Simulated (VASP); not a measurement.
ZnSe, 2 atoms in the cell. Symmetry: F-43m, No. 216, cubic system. The conventional cell has a = 5.533 Å, b = 5.533 Å, c = 5.533 Å, α = 90.00°, β = 90.00°, γ = 90.00°. Within 3.2 Å of Zn (site symmetry -43m) lie 4 Se at 2.40 Å. Within 3.2 Å of Se (site symmetry -43m) lie 4 Zn at 2.40 Å. 

```yaml
Program: VASP 6.6.1
Task: single point
Functional: PBEsol
Potentials_or_basis: VASP PAW PBE potentials, release 64 (Zn, Se)
Cutoff: 520 eV
k_mesh: 8 × 8 × 8
Occupations: gaussian, width 0.01 eV
Spin: no spin polarisation
Dipole_correction: no
Further_INCAR_settings: ALGO = Normal; EDIFF = 1e-06; NBANDS = 16
```

Potentials or basis: VASP PAW PBE potentials, release 64 (Zn, Se).

Run with:

```bash
$ cat potpaw_PBE.64/Zn/POTCAR potpaw_PBE.64/Se/POTCAR > POTCAR
$ mpirun -np 1 vasp_std > vasp.out
```

Hardware: 1 thread of AMD EPYC 7R13 (shared host).

Estimate the wall time of this run.

Run time: 18 s on 1 thread of AMD EPYC 7R13, on a shared host, peak memory 0.17 GiB. Counts: scf iterations 12, k points 29.
